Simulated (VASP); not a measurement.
Here is a VASP 6.6.1 calculation.

Contents of INCAR:

```
SYSTEM = Sb2Pt
ALGO = Normal
EDIFF = 1E-7
ENCUT = 520
GGA = PS
ISIF = 2
ISMEAR = 0
LASPH = .TRUE.
LCHARG = .TRUE.
LELF = .TRUE.
LREAL = .FALSE.
LVHAR = .TRUE.
LWAVE = .FALSE.
NBANDS = 52
NELM = 100
PREC = Accurate
SIGMA = 0.1
```

KPOINTS

```
k-points
0
G
  6 6 6
  0 0 0
```

File POSCAR:

```
Sb2Pt
1.0
    6.4629217399      0.0000000000      0.0000000000
    0.0000000000      6.4629217399      0.0000000000
    0.0000000000      0.0000000000      6.4629217399
Sb Pt
8 4
Direct
    0.3745601814      0.3745601814      0.3745601814
    0.1254398186      0.6254398186      0.8745601814
    0.8745601814      0.1254398186      0.6254398186
    0.6254398186      0.8745601814      0.1254398186
    0.6254398186      0.6254398186      0.6254398186
    0.8745601814      0.3745601814      0.1254398186
    0.1254398186      0.8745601814      0.3745601814
    0.3745601814      0.1254398186      0.8745601814
    0.0000000000      0.0000000000      0.0000000000
    0.5000000000      0.0000000000      0.5000000000
    0.5000000000      0.5000000000      0.0000000000
    0.0000000000      0.5000000000      0.5000000000
```

Potentials or basis: VASP PAW PBE potentials, release 64 (Sb, Pt).

Run with:

```sh
$ cat potpaw_PBE.64/Sb/POTCAR potpaw_PBE.64/Pt/POTCAR > POTCAR
$ mpirun -np 1 vasp_std > vasp.out
```

Task: What does it give for the band gap on the k mesh?

Result: Zero (bands 40 and 41 overlap by 0.07 eV).

Task: What does it give for the pressure?

Result: -0.2 GPa.

Task: Predict the largest force.

Result: 0.032 eV/Å.

Forces in eV/Å, atoms in the order of the input:
```
Sb  -0.018 -0.018 -0.018
Sb   0.018  0.018 -0.018
Sb  -0.018  0.018  0.018
Sb   0.018 -0.018  0.018
Sb   0.018  0.018  0.018
Sb  -0.018 -0.018  0.018
Sb   0.018 -0.018 -0.018
Sb  -0.018  0.018 -0.018
Pt   0.000  0.000  0.000
Pt   0.000  0.000  0.000
Pt   0.000  0.000  0.000
Pt   0.000  0.000  0.000
```

Caveat: the PAW data sets were made with another functional, which shifts forces and pressure a little; spin-orbit coupling is left out, which moves the levels of the heavy elements.
